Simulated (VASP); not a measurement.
Wanted: the native input for a VASP 6.6.1 run.

| Property | Result |
| --- | --- |
| Task | single point |
| Functional | PBEsol |
| Potentials or basis | VASP PAW PBE potentials, release 64 (Sn_d, O) |
| Cutoff | 520 eV |
| k mesh | 6 × 6 × 6 |
| Occupations | gaussian, width 0.05 eV |
| Spin | no spin polarisation |
| Dipole correction | no |
| Further INCAR settings | ALGO = Normal; EDIFF = 1e-06; NBANDS = 64 |

The structure of SnO2 lies in POSCAR:

```
SnO2
1.0
    3.3872583332      1.9556345105      4.1254548325
   -3.3872583332      1.9556345105      4.1254548325
    0.0000000000     -3.9112690209      4.1254548326
Sn O
4 8
Direct
    0.8646807174      0.8646807174      0.8646807174
    0.3648245829      0.3648245829      0.8648190111
    0.3648245829      0.8648190111      0.3648245829
    0.8648190111      0.3648245829      0.3648245829
    0.1235003534      0.6233501671      0.6233501671
    0.6233501671      0.1235003534      0.6233501671
    0.6233501671      0.6233501671      0.1235003534
    0.6062113146      0.6062113146      0.6062113146
    0.1234715296      0.1234715296      0.1234715296
    0.1060883083      0.1060883083      0.6062369573
    0.1060883083      0.6062369573      0.1060883083
    0.6062369573      0.1060883083      0.1060883083
```

This cell differs from its parent crystal: volume 13.664 Å^3 an atom, c/a of the conventional cell 1.8269.

The input as run:

INCAR

```
SYSTEM = SnO2
  PREC = Accurate
  ENCUT = 520
  EDIFF = 1E-6
  ISMEAR = 0
  SIGMA = 0.05
  LREAL = .FALSE.
  LASPH = .TRUE.
  NELM = 60
  ALGO = Normal
  ISIF = 2
  LWAVE = .FALSE.
  LCHARG = .FALSE.
  GGA = PS
  NBANDS = 64
```

KPOINTS

```
Automatic mesh
0
G
  6 6 6
  0 0 0
```

Potentials or basis: VASP PAW PBE potentials, release 64 (Sn_d, O).

Run with:

```sh
$ cat potpaw_PBE.64/Sn_d/POTCAR potpaw_PBE.64/O/POTCAR > POTCAR
$ mpirun -np 1 vasp_std > vasp.out
```

It gave:

```
Pressure               : -12.0 GPa
Largest force          : 0.133 eV/Å
Band gap on the k mesh : 0.60 eV
```

Caveat: the PAW data sets were made with another functional, which shifts forces and pressure a little; spin-orbit coupling is left out, which moves the levels of the heavy elements.

Run time: 8.5 min on 1 thread of Oxide Virtual Turin-like Processor, with other jobs on the host, peak memory 0.35 GiB.
